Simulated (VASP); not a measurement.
Write the native input for VASP 6.6.1 that does the following.

* Task: single point
* Functional: RPBE
* Potentials or basis: VASP PAW PBE potentials, release 64 (Hg)
* Cutoff: 520 eV
* k mesh: 9 × 9 × 9
* Occupations: fermi-dirac, width 0.1 eV
* Spin: no spin polarisation
* Dipole correction: no
* Further INCAR settings: ALGO = Normal; EDIFF = 1e-06; NBANDS = 12

The structure of Hg lies in POSCAR:

```
Hg
1.0
    0.0000000000      3.6013894836      3.6013894836
    3.6013894836      0.0000000000      3.6013894836
    3.6013894836      3.6013894836      0.0000000000
Hg
1
Direct
    0.0000000000      0.0000000000      0.0000000000
```

This cell differs from its parent crystal: volume scaled by 0.96.

One way to write it, as run:

INCAR

```
ALGO = Normal ; EDIFF = 1E-6
ENCUT = 520 ; GGA = RP
ISIF = 2 ; ISMEAR = -1
LASPH = T ; LCHARG = F
LREAL = F ; LWAVE = F
NBANDS = 12 ; NELM = 60
PREC = Accurate ; SIGMA = 0.1
```

KPOINTS

```
k-points
0
Gamma
  9 9 9
```

Potentials or basis: VASP PAW PBE potentials, release 64 (Hg).

Command:

```bash
$ cat potpaw_PBE.64/Hg/POTCAR > POTCAR
$ mpirun -np 1 vasp_std > vasp.out
```

Results of the run:

```
Pressure               : 0.0 GPa
Band gap on the k mesh : 4.17 eV, indirect (least direct gap 4.41 eV)
```

Caveat: the PAW data sets were made with another functional, which shifts forces and pressure a little; spin-orbit coupling is left out, which moves the levels of the heavy elements.

Run time: 38 s on 1 thread of Intel(R) Xeon(R) Platinum 8375C CPU @ 2.90GHz (Ice Lake), on a shared host, peak memory 0.24 GiB.
